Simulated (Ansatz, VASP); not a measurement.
**TiPt3: VASP beside Ansatz**

```
Ti Pt
1.0
     3.89935    0.00000    0.00000
     0.00000    3.89935    0.00000
     0.35094    0.00000    3.89935
Ti Pt
1 3
Direct
  0.00000 0.00000 0.00000
  0.00000 0.50000 0.50000
  0.50000 0.00000 0.50000
  0.50000 0.50000 0.00000
```

Change from the starting cell: shear of c along a, cell held, atoms relaxed: +9.0 %.

Alike in both runs: task single point; functional PBEsol; k mesh 14 × 14 × 14; occupations gaussian, width 0.1 eV; no spin polarisation.

|  | VASP | Ansatz |
| --- | --- | --- |
| version | VASP 6.6.1 | Ansatz 0.2.0 |
| potentials or method | VASP PAW PBE potentials, release 64 (Ti_sv, Pt), cutoff 520 eV | scalar-relativistic, plane waves, PAW |
| valence electrons in the cell | 42 | 66 |

```tsv
	VASP	Ansatz	Ansatz less VASP
gap on the k mesh at the Fermi level (eV)	none	none	-
pressure (GPa)	1.8	2.1	+0.30
traceless stress, the component that is largest in VASP (GPa)	-14.19	-14.24	-0.045
```

VASP's potentials were made for PBE, not for PBEsol. A gap of «none» marks a metal or a gap that the smearing closes. VASP's potentials hold 42 valence electrons a cell and Ansatz's 66, so a difference there can come from the potentials and not from the codes.

Spin-orbit coupling is off throughout.
